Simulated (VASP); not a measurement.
# GaN (I4mm) in VASP: a series of runs

The runs below take GaN through single point, with r2SCAN.

All numbers are computed with VASP 6.6.1; they aren't measurements. Logs are shortened: lines on timing, memory, paths and dates and some standing lists are left out, and cuts for length are marked.

## 1. The cell of the first run

The structure is tetragonal, space group I4mm (No. 107). The conventional cell has a = 3.020 Å, b = 3.020 Å, c = 4.270 Å, α = 90.00°, β = 90.00°, γ = 90.00°. Ga (site symmetry 4mm) has 6 N at 2.01 to 2.26 Å within 2.7 Å. N (site symmetry 4mm) has 6 Ga at 2.01 to 2.26 Å within 2.7 Å.

## 2. Single point, r2SCAN

The input, POSCAR:

```
GaN
1.0
    0.0000000000      2.1352350000      2.1352350000
    2.1352350000      0.0000000000      2.1352350000
    2.1352350000      2.1352350000      0.0000000000
Ga N
1 1
Direct
   -0.0292707828     -0.0292707828      0.0292707828
    0.5000000000      0.5000000000      0.5000000000
```

The input, INCAR.step1:

```
SYSTEM = GaN
PREC = Accurate ; ENCUT = 520
ISMEAR = 0 ; SIGMA = 0.05
LREAL = .False. ; LASPH = .True.
NELM = 100 ; NBANDS = 16
GGA = PE ; ALGO = Normal
EDIFF = 1E-4 ; LWAVE = .True.
LCHARG = .False.
```

The input, INCAR.step2:

```
SYSTEM = GaN
PREC = Accurate ; ENCUT = 520
EDIFF = 1E-6 ; ISMEAR = 0
SIGMA = 0.05 ; LREAL = .False.
LASPH = .True. ; NELM = 100
ALGO = Normal ; ISIF = 2
LWAVE = .False. ; LCHARG = .True.
METAGGA = R2SCAN ; LMIXTAU = .True.
LELF = .True. ; LVHAR = .True.
NBANDS = 16 ; ISTART = 1
```

The input, KPOINTS:

```
Automatic mesh
0
Gamma
  12 12 12
  0 0 0
```

Potentials or basis: VASP PAW PBE potentials, release 64 (Ga_d, N).

Started as:

```console
$ cat potpaw_PBE.64/Ga_d/POTCAR potpaw_PBE.64/N/POTCAR > POTCAR
$ cp INCAR.step1 INCAR
$ mpirun -np 1 vasp_std > vasp.out
$ cp INCAR.step2 INCAR
$ mpirun -np 1 vasp_std > vasp.out
```

OUTCAR:

```text
SYSTEM = GaN
   PREC = Accurate
   ENCUT = 520
   EDIFF = 1E-6
   ISMEAR = 0
   LREAL = .False.
   LASPH = .True.
   NELM = 100
   ISIF = 2
   METAGGA = R2SCAN
   ISTART = 1

 ion  position               nearest neighbor table
   1  0.971  0.971  0.029-   2 2.01   2 2.14   2 2.14   2 2.14   2 2.14   2 2.26
   2  0.500  0.500  0.500-   1 2.01   1 2.14   1 2.14   1 2.14   1 2.14   1 2.26

  LATTYP: Found a face centered cubic cell.
 ALAT       =     4.2704700000

  Lattice vectors:

 A1 = (   0.0000000000,   2.1352350000,   2.1352350000)
 A2 = (   2.1352350000,   0.0000000000,   2.1352350000)
 A3 = (   2.1352350000,   2.1352350000,   0.0000000000)

Analysis of symmetry for initial positions (statically):
=====================================================================
 Subroutine PRICEL returns:
 Original cell was already a primitive cell.

 Routine SETGRP: Setting up the symmetry group for a
 face centered cubic supercell.

 Subroutine GETGRP returns: Found  8 space group operations
 (whereof  8 operations were pure point group operations)
 out of a pool of 48 trial point group operations.

The static configuration has the point symmetry C_4v.

Analysis of symmetry for dynamics (positions and initial velocities):
=====================================================================
 Subroutine PRICEL returns:
 Original cell was already a primitive cell.

 Routine SETGRP: Setting up the symmetry group for a
 face centered cubic supercell.

 Subroutine GETGRP returns: Found  8 space group operations
 (whereof  8 operations were pure point group operations)
 out of a pool of 48 trial point group operations.

The dynamic configuration has the point symmetry C_4v.

 Subroutine INISYM returns: Found  8 space group operations
 (whereof  8 operations are pure point group operations),
 and found     1 'primitive' translations

----------------------------------------------------------------------------------------

                                     Primitive cell

  volume of cell :      19.4700

  direct lattice vectors                    reciprocal lattice vectors
     0.000000000  2.135235000  2.135235000    -0.234166263  0.234166263  0.234166263
     2.135235000  0.000000000  2.135235000     0.234166263 -0.234166263  0.234166263
     2.135235000  2.135235000  0.000000000     0.234166263  0.234166263 -0.234166263

  length of vectors
     3.019678296  3.019678296  3.019678296     0.405587864  0.405587864  0.405587864

  position of ions in fractional coordinates (direct lattice)
     0.970729217  0.970729217  0.029270783
     0.500000000  0.500000000  0.500000000

  ion indices of the primitive-cell ions
   primitive index   ion index
                 1           1
                 2           2

----------------------------------------------------------------------------------------

 KPOINTS: Automatic mesh

Automatic generation of k-mesh.
 Grid dimensions read from file:
 generate k-points for:   12   12   12

 Generating k-lattice:

  Cartesian coordinates                     Fractional coordinates (reciprocal lattice)
    -0.019513855  0.019513855  0.019513855     0.083333333  0.000000000  0.000000000
     0.019513855 -0.019513855  0.019513855     0.000000000  0.083333333  0.000000000
     0.019513855  0.019513855 -0.019513855     0.000000000  0.000000000  0.083333333

  Length of vectors
     0.033798989  0.033798989  0.033798989

  Shift w.r.t. Gamma in fractional coordinates (k-lattice)
     0.000000000  0.000000000  0.000000000

 Subroutine IBZKPT returns following result:
 ===========================================

 Found    163 irreducible k-points:

 Following reciprocal coordinates:
            Coordinates               Weight
  0.000000  0.000000  0.000000      1.000000
  0.083333  0.000000  0.000000      8.000000
  0.166667  0.000000  0.000000      8.000000
  0.250000  0.000000  0.000000      8.000000
  0.333333  0.000000  0.000000      8.000000
  0.416667  0.000000  0.000000      8.000000
[... 16 lines left out ...]
  0.000000 -0.333333  0.083333     16.000000
 -0.250000  0.083333  0.000000      8.000000
 [... further k-points ...]
   k-points           NKPTS =    163   k-points in BZ     NKDIM =    163   number of bands    NBANDS=     16
   number of dos      NEDOS =    301   number of ions     NIONS =      2
   total plane-waves  NPLWV =  13824
   dimension x,y,z NGX =    24 NGY =   24 NGZ =   24
   dimension x,y,z NGXF=    48 NGYF=   48 NGZF=   48
   ions per type =               1   1
   NGX,Y,Z   is equivalent  to a cutoff of  13.21, 13.21, 13.21 a.u.
   NGXF,Y,Z  is equivalent  to a cutoff of  26.43, 26.43, 26.43 a.u.
 SYSTEM =  GaN
   PREC   = accura    normal or accurate (medium, high low for compatibility)
   ISTART =      1    job   : 0-new  1-cont  2-samecut
   ICHARG =      0    charge: 1-file 2-atom 10-const
   ISPIN  =      1    spin polarized calculation?
   LNONCOLLINEAR =      F non collinear calculations
   LSORBIT =      F    spin-orbit coupling
   LASPH  =      T    aspherical Exc in radial PAW
   ENCUT  =  520.0 eV  38.22 Ry    6.18 a.u.   5.61  5.61  5.61*2*pi/ulx,y,z
   NELM   =    100;   NELMIN=  2; NELMDL=  0     # of ELM steps
   EDIFF  = 0.1E-05   stopping-criterion for ELM
   LREAL  =      F    real-space projection
   EDIFFG = 0.1E-04   stopping-criterion for IOM
   NSW    =      0    number of steps for IOM
   IBRION =     -1    ionic relax: 0-MD 1-quasi-New 2-CG
   NFREE  =      0    steps in history (QN), initial steepest desc. (CG)
   ISIF   =      2    stress and relaxation
   ISYM   =      2    0-nonsym 1-usesym 2-fastsym
   POTIM  = 0.5000    time-step for ionic-motion
   TEBEG  =    0.0;   TEEND  =   0.0 temperature during run
   PSTRESS=    0.0 pullay stress
   NELECT =      18.0000    total number of electrons
   NUPDOWN=      -1.0000    fix difference up-down
   EMIN   =  10.00;   EMAX   =-10.00  energy-range for DOS
   EFERMI =   0.00;   METHOD = LEGACY
   ISMEAR =     0;   SIGMA  =   0.05  broadening in eV -4-tet -1-fermi 0-gaus
   EFERMI_NEDOS =   21; number of points for ismear=-14 and -15
   IALGO  =     38    algorithm
   IMIX   =      4    mixing-type and parameters
     AMIX     =   0.40;   BMIX     =  1.00
     AMIX_MAG =   1.60;   BMIX_MAG =  1.00
  volume/ion in A,a.u.               =       9.74        65.70
  Fermi-wavevector in a.u.,A,eV,Ry     =   1.594814  3.013761 34.605481  2.543431
  Thomas-Fermi vector in A             =   2.692830
   LORBIT       =      0    0 simple, 1 ext, 2 COOP (PROOUT), +10 PAW based schemes
   METAGGA = R2SCAN    functional components
   LHFCALC =     F    Hartree Fock is set to
   AEXX    =    0.0000 exact exchange contribution
   IVDW    =     0    specifies the selected vdW correction
   LEPSILON=     F    determine dielectric tensor
   LRPA    =     F    only Hartree local field effects (RPA)
 non-spin polarized calculation
 Gauss-broadening in eV      SIGMA  =   0.05
  energy-cutoff  :      520.00
  volume of cell :       19.47
 maximum number of plane-waves:       544
   NGX = 11   NGY = 11   NGZ = 11

 number of electron      17.9999997 magnetization

 Free energy of the ion-electron system (eV)
  ---------------------------------------------------
  ext. energy  EPLUGINS =         0.00000000
  ---------------------------------------------------
  free energy    TOTEN  =       -20.94325098 eV

  energy without entropy =      -20.94325098  energy(sigma->0) =      -20.94325098

 E-fermi :   7.5730     XC(G=0): -13.9668

 val. band max:        7.2871003758   @ k =  -0.1667   0.1667   0.0000
 cond. band min:       8.1794788040   @ k =   0.0000   0.5000   0.5000
 fundamental gap:      0.8923784282
 Fermi energy:         7.5729619521

 k-point     1 :       0.0000    0.0000    0.0000
  band No.  band energies     occupation
      1     -10.5004      2.00000
      2      -7.1309      2.00000
      3      -7.1309      2.00000
      4      -7.1252      2.00000
      5      -7.0824      2.00000
      6      -7.0619      2.00000
[... 8 lines left out ...]
     15      24.1004      0.00000
     16      24.1004      0.00000

 k-point     2 :       0.0833    0.0000    0.0000
  band No.  band energies     occupation
      1     -10.3697      2.00000
      2      -7.1370      2.00000
      3      -7.1252      2.00000
      4      -7.1198      2.00000
      5      -7.0873      2.00000
      6      -7.0697      2.00000
[... 8 lines left out ...]
     15      23.9483      0.00000
     16      24.1544      0.00000

 k-point     3 :       0.1667    0.0000    0.0000
  band No.  band energies     occupation
      1      -9.9886      2.00000
      2      -7.1633      2.00000
      3      -7.1394      2.00000
      4      -7.1272      2.00000
      5      -7.0674      2.00000
      6      -7.0609      2.00000
[... 8 lines left out ...]
     15      24.4719      0.00000
     16      24.5549      0.00000

 k-point     4 :       0.2500    0.0000    0.0000
  band No.  band energies     occupation
      1      -9.3957      2.00000
      2      -7.2105      2.00000
      3      -7.1879      2.00000
      4      -7.1393      2.00000
      5      -7.0220      2.00000
      6      -7.0190      2.00000
[... 8 lines left out ...]
     15      25.7207      0.00000
     16      25.7578      0.00000
[... 324 lines left out ...]
 k-point    22 :      -0.3333    0.0833    0.0000
  band No.  band energies     occupation
      1      -8.4714      2.00000
      2      -7.2576      2.00000
      3      -7.2529      2.00000
      4      -7.1068      2.00000
      5      -6.9759      2.00000
      6      -6.8457      2.00000
[... 8 lines left out ...]
     15      26.9981      0.00000
     16      29.3881      0.00000

 k-point    23 :       0.0000   -0.3333    0.0833
  band No.  band energies     occupation
      1      -8.4622      2.00000
      2      -7.2628      2.00000
      3      -7.2519      2.00000
      4      -7.1090      2.00000
      5      -6.9776      2.00000
      6      -6.8504      2.00000
[... 8 lines left out ...]
     15      27.0366      0.00000
     16      29.3048      0.00000

 k-point    24 :      -0.2500    0.0833    0.0000
  band No.  band energies     occupation
      1      -9.1069      2.00000
      2      -7.2160      2.00000
      3      -7.2151      2.00000
      4      -7.1337      2.00000
      5      -7.0252      2.00000
      6      -6.9372      2.00000
[... 8 lines left out ...]
     15      25.1567      0.00000
     16      27.8326      0.00000

 [... further k-points ...]

------------------------ aborting loop because EDIFF is reached ----------------------------------------

  FORCE on cell =-STRESS in cart. coord.  units (eV):
  Direction    XX          YY          ZZ          XY          YZ          ZX
  --------------------------------------------------------------------------------------
  -------------------------------------------------------------------------------------
  Total       -0.9723118     -0.9723118     -0.1201207      0.0000000      0.0000000      0.0000000
  in kB      -80.0108897    -80.0108897     -9.8846494      0.0000000      0.0000000      0.0000000
  external PRESSURE =     -56.6354763 kB  Pullay stress =       0.0000000 kB

 VOLUME and BASIS-vectors are now :
 -----------------------------------------------------------------------------
  energy-cutoff  :      520.00
  volume of cell :       19.47
      direct lattice vectors                 reciprocal lattice vectors
     0.000000000  2.135235000  2.135235000    -0.234166263  0.234166263  0.234166263
     2.135235000  0.000000000  2.135235000     0.234166263 -0.234166263  0.234166263
     2.135235000  2.135235000  0.000000000     0.234166263  0.234166263 -0.234166263

 POSITION                                       TOTAL-FORCE (eV/Angst)
 -----------------------------------------------------------------------------------
      2.13524      2.13524      4.14547         0.000000      0.000000      0.349937
      2.13524      2.13524      2.13524         0.000000      0.000000     -0.349937
 -----------------------------------------------------------------------------------
    total drift:                               -0.000015     -0.000015      0.025757

  FREE ENERGIE OF THE ION-ELECTRON SYSTEM (eV)
  ---------------------------------------------------
  free  energy   TOTEN  =       -20.9432509827 eV

  energy  without entropy=      -20.9432509827  energy(sigma->0) =      -20.94325098
```

Wall time 3.7 min (1 thread of AMD EPYC 7R43 (Zen 3), shared host); peak memory 0.15 GiB.

What came out:

```
Free energy            : -20.9433 eV
Pressure               : -5.7 GPa
Largest force          : 0.350 eV/Å
Band gap on the k mesh : 0.89 eV (least direct gap 2.87 eV)
```

Forces in eV/Å, atoms in the order of the input:
```
Ga   0.000  0.000  0.350
N    0.000  0.000 -0.350
```

Caveat: the cell differs from its parent crystal (all Ga atoms moved +0.125 Å, as atom 1 towards its neighbour atom 2 (N) at 2.135 Å); the cell stands under tension; the PAW data sets were made with another functional, which shifts forces and pressure a little.

## 3. Single point, r2SCAN

Changes to POSCAR since step 2:

```diff
@@ -8,3 +8,3 @@
 Direct
-   -0.0292707828     -0.0292707828      0.0292707828
+   -0.0146353914     -0.0146353914      0.0146353914
     0.5000000000      0.5000000000      0.5000000000
```

The input, INCAR.step1:

```
SYSTEM = GaN
PREC     = Accurate       ! precision mode
ENCUT    = 520            ! plane-wave cutoff, eV
ISMEAR   = 0              ! smearing method
SIGMA    = 0.05           ! smearing width, eV
LREAL    = .False.        ! projectors in reciprocal space
LASPH    = .True.         ! aspherical terms in the spheres
NELM     = 80             ! most SCF steps
NBANDS   = 16             ! bands
GGA      = PE             ! functional
ALGO     = Normal         ! electronic algorithm
EDIFF    = 1E-4           ! SCF threshold, eV
LWAVE    = .True.         ! write WAVECAR
LCHARG   = .False.        ! write CHGCAR
```

The input, INCAR.step2:

```
SYSTEM = GaN
PREC     = Accurate       ! precision mode
ENCUT    = 520            ! plane-wave cutoff, eV
EDIFF    = 1E-6           ! SCF threshold, eV
ISMEAR   = 0              ! smearing method
SIGMA    = 0.05           ! smearing width, eV
LREAL    = .False.        ! projectors in reciprocal space
LASPH    = .True.         ! aspherical terms in the spheres
NELM     = 80             ! most SCF steps
ALGO     = Normal         ! electronic algorithm
ISIF     = 2              ! what is computed and relaxed
LWAVE    = .False.        ! write WAVECAR
LCHARG   = .False.        ! write CHGCAR
METAGGA  = R2SCAN         ! meta-GGA
LMIXTAU  = .True.       
NBANDS   = 16             ! bands
ISTART   = 1
```

KPOINTS is that of step 2.

Potentials or basis: VASP PAW PBE potentials, release 64 (Ga_d, N).

Started as:

```console
$ cat potpaw_PBE.64/Ga_d/POTCAR potpaw_PBE.64/N/POTCAR > POTCAR
$ cp INCAR.step1 INCAR
$ mpirun -np 1 vasp_std > vasp.out
$ cp INCAR.step2 INCAR
$ mpirun -np 1 vasp_std > vasp.out
```

Run time: 3.5 min. Hardware: 1 thread of AMD EPYC 7R43 (Zen 3), shared host; peak memory 0.15 GiB.

Results (log left out):

```yaml
Free_energy: -20.9578 eV
Pressure: -7.0 GPa
Largest_force: 0.120 eV/Å
Band_gap_on_the_k_mesh: 0.89 eV (least direct gap 2.90 eV)
```

Forces on the atoms (eV/Å):
```
Ga   0.000  0.000  0.120
N    0.000  0.000 -0.120
```

Stress tensor (GPa, compression positive):
```
-7.60  0.00  0.00
 0.00 -7.60  0.00
 0.00  0.00 -5.85
```

Levels at points of the mesh, in eV from the valence-band top:
| k point | band 5 | band 6 | band 7 | band 8 | band 9 | band 10 | band 11 | band 12 | band 13 | band 14 |
| --- | --- | --- | --- | --- | --- | --- | --- | --- | --- | --- |
| (0.00, 0.00, 0.00) | -14.36 | -14.36 | -0.51 | -0.49 | -0.49 | 2.41 | 15.14 | 15.14 | 15.26 | 16.48 |
| (0.50, 0.00, 0.00) | -14.22 | -14.22 | -8.19 | -0.21 | -0.19 | 5.22 | 9.51 | 9.62 | 10.01 | 17.16 |
| (0.50, 0.50, 0.00) | -14.17 | -11.65 | -7.01 | -3.01 | -3.01 | 0.90 | 8.45 | 12.73 | 15.23 | 15.23 |
| (0.00, 0.50, 0.50) | -14.17 | -11.65 | -7.00 | -3.02 | -3.00 | 0.89 | 8.41 | 12.71 | 15.25 | 15.27 |

Caveat: the cell differs from its parent crystal (all Ga atoms moved +0.062 Å, as atom 1 towards its neighbour atom 2 (N) at 2.135 Å); the cell stands under tension; the PAW data sets were made with another functional, which shifts forces and pressure a little. A k mesh can miss the band edges.
